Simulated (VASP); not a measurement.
# Al in VASP: a series of runs, part 2 of 2

VASP 6.6.1. Earlier steps stand in the parts before.

## (3) Single point, PBE+D3(BJ) (uniaxial strain along a: -2.0 %)

The input, INCAR:

```
SYSTEM = Al
PREC = Accurate ; ENCUT = 520
EDIFF = 1E-6 ; ISMEAR = 0
SIGMA = 0.1 ; LREAL = .FALSE.
LASPH = .TRUE. ; NELM = 80
ALGO = Fast ; ISIF = 2
LWAVE = .FALSE. ; LCHARG = .FALSE.
GGA = PE ; IVDW = 12
NBANDS = 10
```

The input, KPOINTS:

```
Automatic mesh
0
G
  24 24 12
  0 0 0
```

The input, POSCAR:

```
Al
1.0
    2.7477471727      0.0000000000      0.0000000000
   -1.3738735863      2.4403234173      0.0000000000
    0.0000000000      0.0000000000      4.6997803907
Al
2
Direct
    0.6661600449      0.3324505317      0.7500000000
    0.3338399551      0.6675494683      0.2500000000
```

Potentials or basis: VASP PAW PBE potentials, release 64 (Al).

Started as:

```bash
$ cat potpaw_PBE.64/Al/POTCAR > POTCAR
$ mpirun -np 1 vasp_std > vasp.out
```

OUTCAR:

```text
SYSTEM = Al
   PREC = Accurate
   ENCUT = 520
   EDIFF = 1E-6
   ISMEAR = 0
   LREAL = .FALSE.
   LASPH = .TRUE.
   NELM = 80
   ISIF = 2
   GGA = PE
   IVDW = 12
 IVDW          = 12

 ion  position               nearest neighbor table
   1  0.666  0.332  0.750-   2 2.84   2 2.84   2 2.84   2 2.84   2 2.86   2 2.86
   2  0.334  0.668  0.250-   1 2.84   1 2.84   1 2.84   1 2.84   1 2.86   1 2.86

  LATTYP: Found a base centered orthorhombic cell.
 ALAT       =     2.7477471727
 B/A-ratio  =     1.7762357771
 C/A-ratio  =     1.7104122378

  Lattice vectors:

 A1 = (   1.3738735863,  -2.4403234173,   0.0000000000)
 A2 = (   1.3738735864,   2.4403234173,   0.0000000000)
 A3 = (   0.0000000000,   0.0000000000,   4.6997803907)

Analysis of symmetry for initial positions (statically):
=====================================================================
 Subroutine PRICEL returns:
 Original cell was already a primitive cell.

 Routine SETGRP: Setting up the symmetry group for a
 base centered orthorhombic supercell.

 Subroutine GETGRP returns: Found  4 space group operations
 (whereof  2 operations were pure point group operations)
 out of a pool of  8 trial point group operations.

The static configuration has the point symmetry S_2 .
 The point group associated with its full space group is C_2h.

Analysis of symmetry for dynamics (positions and initial velocities):
=====================================================================
 Subroutine PRICEL returns:
 Original cell was already a primitive cell.

 Routine SETGRP: Setting up the symmetry group for a
 base centered orthorhombic supercell.

 Subroutine GETGRP returns: Found  4 space group operations
 (whereof  2 operations were pure point group operations)
 out of a pool of  8 trial point group operations.

The dynamic configuration has the point symmetry S_2 .
 The point group associated with its full space group is C_2h.

 Subroutine INISYM returns: Found  4 space group operations
 (whereof  2 operations are pure point group operations),
 and found     1 'primitive' translations

----------------------------------------------------------------------------------------

                                     Primitive cell

  volume of cell :      31.5139

  direct lattice vectors                    reciprocal lattice vectors
     2.747747173  0.000000000  0.000000000     0.363934502  0.204890875  0.000000000
    -1.373873586  2.440323417  0.000000000     0.000000000  0.409781750  0.000000000
     0.000000000  0.000000000  4.699780391     0.000000000  0.000000000  0.212775899

  length of vectors
     2.747747173  2.800483353  4.699780391     0.417646492  0.409781750  0.212775899

  position of ions in fractional coordinates (direct lattice)
     0.666160045  0.332450532  0.750000000
     0.333839955  0.667549468  0.250000000

  ion indices of the primitive-cell ions
   primitive index   ion index
                 1           1
                 2           2

----------------------------------------------------------------------------------------

 KPOINTS: Automatic mesh

Automatic generation of k-mesh.
 Grid dimensions read from file:
 generate k-points for:   24   24   12

 Generating k-lattice:

[... 41 lines left out ...]
  0.500000 -0.000000  0.000000      1.000000
 [... further k-points ...]
   k-points           NKPTS =   2030   k-points in BZ     NKDIM =   2030   number of bands    NBANDS=     10
   number of dos      NEDOS =    301   number of ions     NIONS =      2
   total plane-waves  NPLWV =  17280
   dimension x,y,z NGX =    20 NGY =   24 NGZ =   36
   dimension x,y,z NGXF=    40 NGYF=   48 NGZF=   72
   ions per type =               2
   NGX,Y,Z   is equivalent  to a cutoff of  12.10, 14.25, 12.73 a.u.
   NGXF,Y,Z  is equivalent  to a cutoff of  24.20, 28.49, 25.47 a.u.
 SYSTEM =  Al
   PREC   = accura    normal or accurate (medium, high low for compatibility)
   ISTART =      0    job   : 0-new  1-cont  2-samecut
   ICHARG =      2    charge: 1-file 2-atom 10-const
   ISPIN  =      1    spin polarized calculation?
   LNONCOLLINEAR =      F non collinear calculations
   LSORBIT =      F    spin-orbit coupling
   LASPH  =      T    aspherical Exc in radial PAW
   ENCUT  =  520.0 eV  38.22 Ry    6.18 a.u.   5.11  5.21  8.74*2*pi/ulx,y,z
   NELM   =     80;   NELMIN=  2; NELMDL= -5     # of ELM steps
   EDIFF  = 0.1E-05   stopping-criterion for ELM
   LREAL  =      F    real-space projection
   EDIFFG = 0.1E-04   stopping-criterion for IOM
   NSW    =      0    number of steps for IOM
   IBRION =     -1    ionic relax: 0-MD 1-quasi-New 2-CG
   NFREE  =      0    steps in history (QN), initial steepest desc. (CG)
   ISIF   =      2    stress and relaxation
   ISYM   =      2    0-nonsym 1-usesym 2-fastsym
   POTIM  = 0.5000    time-step for ionic-motion
   TEBEG  =    0.0;   TEEND  =   0.0 temperature during run
   PSTRESS=    0.0 pullay stress
   NELECT =       6.0000    total number of electrons
   NUPDOWN=      -1.0000    fix difference up-down
   EMIN   =  10.00;   EMAX   =-10.00  energy-range for DOS
   EFERMI =   0.00;   METHOD = LEGACY
   ISMEAR =     0;   SIGMA  =   0.10  broadening in eV -4-tet -1-fermi 0-gaus
   EFERMI_NEDOS =   21; number of points for ismear=-14 and -15
   IALGO  =     68    algorithm
   IMIX   =      4    mixing-type and parameters
     AMIX     =   0.40;   BMIX     =  1.00
     AMIX_MAG =   1.60;   BMIX_MAG =  1.00
  volume/ion in A,a.u.               =      15.76       106.33
  Fermi-wavevector in a.u.,A,eV,Ry     =   0.941799  1.779741 12.068156  0.886984
  Thomas-Fermi vector in A             =   2.069345
   LORBIT       =      0    0 simple, 1 ext, 2 COOP (PROOUT), +10 PAW based schemes
   GGA     = PE    functional components
   LHFCALC =     F    Hartree Fock is set to
   AEXX    =    0.0000 exact exchange contribution
   IVDW    =    12    specifies the selected vdW correction
   LEPSILON=     F    determine dielectric tensor
   LRPA    =     F    only Hartree local field effects (RPA)
 non-spin polarized calculation
 RMM-DIIS sequential band-by-band and
 Gauss-broadening in eV      SIGMA  =   0.10
  energy-cutoff  :      520.00
  volume of cell :       31.51
 maximum number of plane-waves:       865
   NGX = 11   NGY = 11   NGZ = 17

 number of electron       6.0000000 magnetization

 Free energy of the ion-electron system (eV)
  ---------------------------------------------------
  ext. energy  EPLUGINS =         0.00000000
  ---------------------------------------------------
  free energy    TOTEN  =        -7.40116045 eV

  energy without entropy =       -7.39723329  energy(sigma->0) =       -7.39919687

 E-fermi :   8.4995     XC(G=0): -10.3654

 val. band max:        8.4990730438   @ k =   0.1250   0.3750   0.0000
 cond. band min:       8.5015450659   @ k =   0.0833   0.2917   0.3333
 fundamental gap:      0.0024720220
 Fermi energy:         8.4995253779

 k-point     1 :       0.0000    0.0000    0.0000
  band No.  band energies     occupation
      1      -2.9707      2.00000
      2       3.5331      2.00000
      3       3.6241      2.00000
      4      19.6347      0.00000
      5      19.7822      0.00000
      6      20.3322      0.00000
      7      20.3901      0.00000
      8      20.5455      0.00000
      9      22.2896      0.00000
     10      23.4561      0.00000
[... 287 lines left out ...]
 k-point    24 :       0.5000   -0.0000    0.0000
  band No.  band energies     occupation
      1       3.2963      2.00000
      2       3.3352      2.00000
      3       9.1769      0.00000
      4       9.4636      0.00000
      5       9.9390      0.00000
      6      10.2366      0.00000
      7      14.4895      0.00000
      8      16.2464      0.00000
      9      20.1707      0.00000
     10      20.2363      0.00000

 [... further k-points ...]

------------------------ aborting loop because EDIFF is reached ----------------------------------------

 Edisp (eV)   -0.70566

 E8    (eV) :    -0.3158

  FORCE on cell =-STRESS in cart. coord.  units (eV):
  Direction    XX          YY          ZZ          XY          YZ          ZX
  --------------------------------------------------------------------------------------
  -------------------------------------------------------------------------------------
  Total       0.63616     0.09017    -0.14361    -0.00008     0.00000     0.00000
  in kB      32.34283     4.58422    -7.30126    -0.00389     0.00000     0.00000
  external pressure =        9.88 kB  Pullay stress =        0.00 kB

 VOLUME and BASIS-vectors are now :
 -----------------------------------------------------------------------------
  energy-cutoff  :      520.00
  volume of cell :       31.51
      direct lattice vectors                 reciprocal lattice vectors
     2.747747173  0.000000000  0.000000000     0.363934502  0.204890875  0.000000000
    -1.373873586  2.440323417  0.000000000     0.000000000  0.409781750  0.000000000
     0.000000000  0.000000000  4.699780391     0.000000000  0.000000000  0.212775899

 POSITION                                       TOTAL-FORCE (eV/Angst)
 -----------------------------------------------------------------------------------
      1.37369      0.81129      3.52484         0.000391     -0.001267     -0.000000
      0.00018      1.62904      1.17495        -0.000391      0.001267      0.000000
 -----------------------------------------------------------------------------------
    total drift:                               -0.000000     -0.000000      0.000000

  FREE ENERGIE OF THE ION-ELECTRON SYSTEM (eV)
  ---------------------------------------------------
  free  energy   TOTEN  =        -8.1068157330 eV

  energy  without entropy=       -8.1028885741  energy(sigma->0) =       -8.10485215
```

stdout:

```text
POSCAR found type information on POSCAR Al
 POSCAR found :  1 types and       2 ions
 scaLAPACK will be used
 LDA part: xc-table for (Slater+PW92), standard interpolation
 POSCAR, INCAR and KPOINTS ok, starting setup
 FFT: planning ... GRIDC
 FFT: planning ... GRID_SOFT
 FFT: planning ... GRID
 WAVECAR not read
 entering main loop
```

Wall time 10 min (1 thread of Oxide Virtual Turin-like, shared host); peak memory 0.55 GiB.

What came out:

```
Free energy                : -8.1068 eV
Pressure                   : 1.0 GPa
Band gap on the k mesh     : zero (bands 3 and 4 overlap by 7.36 eV)
Dispersion energy per atom : -0.353 eV
```

Caveat: the cell differs from its parent crystal (uniaxial strain along a: -2.0 %).
